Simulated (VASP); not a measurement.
Here is a VASP 6.6.1 calculation.

POSCAR

```
Be
1.0
   -1.4136124988      1.4136124988      1.3222337796
    1.4136124988     -1.4136124988      1.3222337796
    1.4136124988      1.4136124988     -1.3222337796
Be
1
Direct
    0.0000000000      0.0000000000      0.0000000000
```

File INCAR.step1:

```
SYSTEM = Be
PREC = Accurate ; ENCUT = 660
ISMEAR = 0 ; SIGMA = 0.1
LREAL = .False. ; LASPH = .True.
NELM = 120 ; GGA = PE
ALGO = Normal ; EDIFF = 1E-5
LWAVE = .True. ; LCHARG = .False.
GGA_COMPAT = .False. ; IBRION = 2
ISIF = 3 ; EDIFFG = -0.005
NELMIN = 4 ; NSW = 100
```

INCAR.step2

```
SYSTEM = Be
PREC = Accurate ; ENCUT = 660
EDIFF = 1E-7 ; ISMEAR = 0
SIGMA = 0.1 ; LREAL = .False.
LASPH = .True. ; NELM = 120
ALGO = Normal ; ISIF = 3
LWAVE = .False. ; LCHARG = .False.
METAGGA = R2SCAN ; LMIXTAU = .True.
IBRION = 2 ; NSW = 80
EDIFFG = -0.05 ; ISTART = 1
GGA_COMPAT = .False. ; NELMIN = 4
```

KPOINTS

```
regular mesh
0
Gamma
  10 10 10
  0 0 0
```

Potentials or basis: VASP PAW PBE potentials, release 64 (Be).

Launch:

```bash
$ cat potpaw_PBE.64/Be/POTCAR > POTCAR
$ cp INCAR.step1 INCAR
$ mpirun -np 1 vasp_std > vasp.out
$ cp INCAR.step2 INCAR
$ mpirun -np 1 vasp_std > vasp.out
```

Task: Predict the relaxed volume.

Result: 7.93 Å³/atom.

Task: What does it give for the relaxed cell?

Result: a = 2.180 Å, b = 2.180 Å, c = 2.180 Å, α = 107.13°, β = 107.13°, γ = 114.26°.

Task: What does it give for the band gap on the k mesh?

Result: Zero (bands 1 and 2 overlap by 4.19 eV).

Final structure:
```
CELL_PARAMETERS angstrom
-1.29454 1.29454 1.18309
1.29454 -1.29454 1.18309
1.29454 1.29454 -1.18309
ATOMIC_POSITIONS crystal
Be 0.00000 0.00000 0.00000
```

Caveat: the volume moved by over 15 % at a fixed basis, so the end points are rough; the PAW data sets were made with another functional, which shifts forces and pressure a little.
